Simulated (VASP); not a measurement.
Here is a VASP 6.6.1 calculation.

INCAR

```
PREC = Accurate ; ENCUT = 600
EDIFF = 1E-6 ; ISMEAR = 0
SIGMA = 0.05 ; LREAL = False
LASPH = True ; NELM = 120
ALGO = Normal ; ISIF = 2
LWAVE = False ; LCHARG = False
GGA = PE ; NBANDS = 12
GGA_COMPAT = False
```

KPOINTS

```
Automatic mesh
0
Gamma
  10 10 10
```

POSCAR

```
Cu
1.0
   -1.4411503904      1.4411503904      1.4411503904
    1.4411503904     -1.4411503904      1.4411503904
    1.4411503904      1.4411503904     -1.4411503904
Cu
1
Direct
    0.0000000000      0.0000000000      0.0000000000
```

Potentials or basis: VASP PAW PBE potentials, release 64 (Cu).

Launch:

```bash
$ cat potpaw_PBE.64/Cu/POTCAR > POTCAR
$ mpirun -np 1 vasp_std > vasp.out
```

Problem. What does it give for the pressure?

Solution. 0.7 GPa.
